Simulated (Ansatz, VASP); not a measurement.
# Two plane-wave programs on AsSe3

```
As Se
1.0
     0.00000    3.42934    3.42934
     3.42934    0.00000    3.42934
     3.42934    3.42934    0.00000
As Se
1 3
Direct
  0.00000 0.00000 0.00000
  0.25000 0.25000 0.25000
  0.75000 0.75000 0.75000
  0.50000 0.50000 0.50000
```

Change from the starting cell: species swapped into the Rb3Cd type (Fm-3m, No. 225).

Alike in both runs: functional PBE; k mesh 4 × 4 × 4; occupations gaussian, width 0.1 eV; no spin polarisation.

Ansatz relaxed the structure, and its values are those at the end. VASP's run is a single point on that final structure, the one shown.

```csv
,VASP,Ansatz
version,VASP 6.6.1,Ansatz 0.2.0
potentials or method,"VASP PAW PBE potentials, release 64 (As, Se), cutoff 520 eV","scalar-relativistic, plane waves, PAW"
valence electrons in the cell,23,63
```

|  | VASP | Ansatz | Ansatz less VASP |
| --- | --- | --- | --- |
| gap on the k mesh at the Fermi level (eV) | none | none | - |
| pressure (GPa) | -0.1 | -0.1 | 0.00 |

A gap of «none» marks a metal or a gap that the smearing closes. VASP's potentials hold 23 valence electrons a cell and Ansatz's 63, so a difference there can come from the potentials and not from the codes.

The k mesh is coarse, so the values compare programs but aren't converged.
